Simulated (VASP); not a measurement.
Set up this calculation in VASP 6.6.1, as the native input.

```
Task                   : single point
Functional             : PBE
Potentials or basis    : VASP PAW PBE potentials, release 64 (Te, Mo_sv)
Cutoff                 : 520 eV
k mesh                 : 12 × 12 × 4
Occupations            : gaussian, width 0.1 eV
Spin                   : no spin polarisation
Dipole correction      : no
Further INCAR settings : ALGO = Normal; EDIFF = 1e-06; NBANDS = 31
```

The structure of Te5Mo lies in POSCAR:

```
Te5Mo
1.0
    3.6927426935      0.0000000000      0.0000000000
   -1.8463713467      3.1980089822      0.0000000000
    0.0000000000      0.0000000000     15.3578212551
Te Mo
5 1
Direct
    0.6666666667      0.3333333333      0.8854125174
    0.3333333333      0.6666666667      0.6431786783
    0.6666666667      0.3333333333      0.5000000000
    0.3333333333      0.6666666667      0.3568213217
    0.6666666667      0.3333333333      0.1145874826
    0.3333333333      0.6666666667      0.0000000000
```

The input as run:

INCAR

```
PREC = Accurate
ENCUT = 520
EDIFF = 1E-6
ISMEAR = 0
SIGMA = 0.1
LREAL = False
LASPH = True
NELM = 60
ALGO = Normal
ISIF = 2
LWAVE = False
LCHARG = False
GGA = PE
NBANDS = 31
```

KPOINTS

```
Automatic mesh
0
Gamma
  12 12 4
```

Potentials or basis: VASP PAW PBE potentials, release 64 (Te, Mo_sv).

Command:

```console
$ cat potpaw_PBE.64/Te/POTCAR potpaw_PBE.64/Mo_sv/POTCAR > POTCAR
$ mpirun -np 1 vasp_std > vasp.out
```

It gave:

```json
{
  "Pressure": "0.0 GPa",
  "Largest force": "0.013 eV/Å",
  "Band gap on the k mesh": "zero (band 22 reaches 7.71 eV, above the bottom of band 23 at 6.12 eV)"
}
```

Caveat: spin-orbit coupling is left out, which moves the levels of the heavy elements; this functional lacks dispersion, which binds the layers, so the pressure and a relaxed spacing across them are unreliable.

Wall time 18 min on 1 thread of AMD EPYC 7R13, on a shared host, peak memory 0.43 GiB.
